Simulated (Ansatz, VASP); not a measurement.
Si: VASP beside Ansatz

```
Si
1.0
     0.12092    2.71946    2.71946
     2.71946    0.12092    2.71946
     2.71946    2.71946    0.12092
Si
2
Direct
  0.00310 0.00310 0.00310
  0.24690 0.24690 0.24690
```

Change from the starting cell: epitaxial_111 strain -4.5%.

Alike in both runs: task single point; functional PBE; k mesh 8 × 8 × 8; occupations fermi-dirac, width 0.02 eV; no spin polarisation.

```csv
,VASP,Ansatz
version,VASP 6.6.1,Ansatz 0.2.0
potentials or method,"VASP PAW PBE potentials, release 64 (Si)","plane waves, PAW"
plane-wave cutoff (eV),520,420
valence electrons in the cell,8,8
```

```csv
,VASP,Ansatz,Ansatz less VASP
pressure (GPa),8.9,9.0,+0.09
"traceless stress, the component that is largest in VASP (GPa)",-3.69,-3.66,+0.024
rms of the force components (eV/Å),0.035,0.037,+0.0018
```

Atom by atom the forces differ by 0.002 eV/Å (rms over components).
